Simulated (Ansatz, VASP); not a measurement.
S: VASP beside Ansatz

```xyz
3
Lattice="4.1560 0.0000 0.0000 0.0000 4.1560 0.0000 0.0000 0.0000 4.7114" Properties=species:S:1:pos:R:3 pbc="T T T"
S     2.0780    2.0780    3.5654
S     0.0000    2.0780    4.4696
S     2.0780    0.0000    4.4696
```

Alike in both runs: functional PBE; k mesh 8 × 8 × 6; occupations gaussian, width 0.02 eV; no spin polarisation.

Ansatz relaxed the structure, and its values are those at the end. VASP's run is a single point on that final structure, the one shown.

|  | VASP | Ansatz |
| --- | --- | --- |
| version | VASP 6.6.1 | Ansatz 0.2.0 |
| potentials or method | VASP PAW PBE potentials, release 64 (S), cutoff 500 eV | scalar-relativistic, plane waves, PAW |
| valence electrons in the cell | 18 | 18 |

Ansatz gave:

- gap on the k mesh at the Fermi level (eV): none
- pressure (GPa): 0.0
- rms of the force components (eV/Å): 0.000

Which values does VASP return?

gap on the k mesh at the Fermi level (eV): none; pressure (GPa): -0.2; rms of the force components (eV/Å): 0.016.

A gap of «none» marks a metal or a gap that the smearing closes.
